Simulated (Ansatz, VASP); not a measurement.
LiCl in VASP and in Ansatz

INCAR

```
SYSTEM = LiCl
ALGO = Normal
EDIFF = 1E-7
EDIFFG = -0.02
ENCUT = 750
GGA = PE
GGA_COMPAT = .False.
IBRION = 2
ISIF = 3
ISMEAR = 0
IVDW = 12
LASPH = .True.
LCHARG = .False.
LREAL = .False.
LWAVE = .False.
NELM = 120
NELMIN = 4
NSW = 70
PREC = Accurate
SIGMA = 0.02
```

File KPOINTS:

```
k-points
0
Gamma
  8 8 8
  0 0 0
```

Contents of POSCAR:

```
LiCl
1.0
    0.0000000000      2.5421220000      2.5421220000
    2.5421220000      0.0000000000      2.5421220000
    2.5421220000      2.5421220000      0.0000000000
Li Cl
1 1
Direct
    0.0000000000      0.0000000000      0.0000000000
    0.5000000000      0.5000000000      0.5000000000
```

Input for Ansatz:

```yaml
crystal:
  lattice:
    - [0.0, 2.542122, 2.542122]
    - [2.542122, 0.0, 2.542122]
    - [2.542122, 2.542122, 0.0]
  atoms:
    - { symbol: Li, position: [0.0, 0.0, 0.0] }
    - { symbol: Cl, position: [0.5, 0.5, 0.5] }
basis:
  ecutwfc: 420
kpoints:
  mp_grid: { grid: [8, 8, 8] }
hamiltonian:
  xc: pbe
  dispersion: d3bj
scf:
  occupations: { method: gaussian, width: 0.02 }
output:
  forces: true
  stress: true
  eigenvalues: true
relax:
  adjacent_minimum: "off"
  f_tol: 0.02
  max_steps: 50
  cell: { stress_tol: 0.1 }
```

Alike in both runs: task relaxation of cell and atoms; functional PBE; dispersion D3(BJ); k mesh 8 × 8 × 8; occupations gaussian, width 0.02 eV; no spin polarisation.

|  | VASP | Ansatz |
| --- | --- | --- |
| version | VASP 6.6.1 | Ansatz 0.2.0 |
| potentials or method | VASP PAW PBE potentials, release 64 (Li_sv, Cl), cutoff 750 eV | scalar-relativistic, plane waves, PAW |
| valence electrons in the cell | 10 | 10 |

```tsv
	VASP	Ansatz	Ansatz less VASP
gap on the k mesh at the Fermi level, each at its own relaxed structure (eV)	6.68	6.66	-0.019
relaxed volume (Å³/atom)	15.93	15.96	+0.033
relaxed length of the cell vector where the two differ most in proportion (Å)	3.558	3.561	+0.0025
```
